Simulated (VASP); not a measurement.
Here is a VASP 6.6.1 calculation.

Contents of INCAR:

```
PREC = Accurate
ENCUT = 520
EDIFF = 1E-6
ISMEAR = 0
SIGMA = 0.05
LREAL = False
LASPH = True
NELM = 100
ALGO = Normal
ISIF = 2
LWAVE = False
LCHARG = False
GGA = PE
NBANDS = 16
```

Contents of KPOINTS:

```
regular mesh
0
Gamma
  8 8 8
```

File POSCAR:

```
GaP
1.0
    0.0000000000      2.7252500000      2.7252500000
    2.4527250000      0.0000000000      2.7252500000
    2.4527250000      2.7252500000      0.0000000000
Ga P
1 1
Direct
    0.0000000000      0.0000000000      0.0000000000
    0.7500000000      0.7500000000      0.7500000000
```

Potentials or basis: VASP PAW PBE potentials, release 64 (Ga_d, P).

Launch:

```bash
$ cat potpaw_PBE.64/Ga_d/POTCAR potpaw_PBE.64/P/POTCAR > POTCAR
$ mpirun -np 1 vasp_std > vasp.out
```

Q: Predict the band gap on the k mesh.

A: 0.44 eV, indirect (least direct gap 2.30 eV).

Q: Predict the pressure.

A: 13.5 GPa.

Stress tensor (GPa, compression positive):
```
17.43  0.00  0.00
 0.00 11.57  0.00
 0.00  0.00 11.57
```

Caveat: the cell differs from its parent crystal (strain -0.1000 x Voigt [1, 0, 0, 0, 0, 0]). A k mesh can miss the band edges.
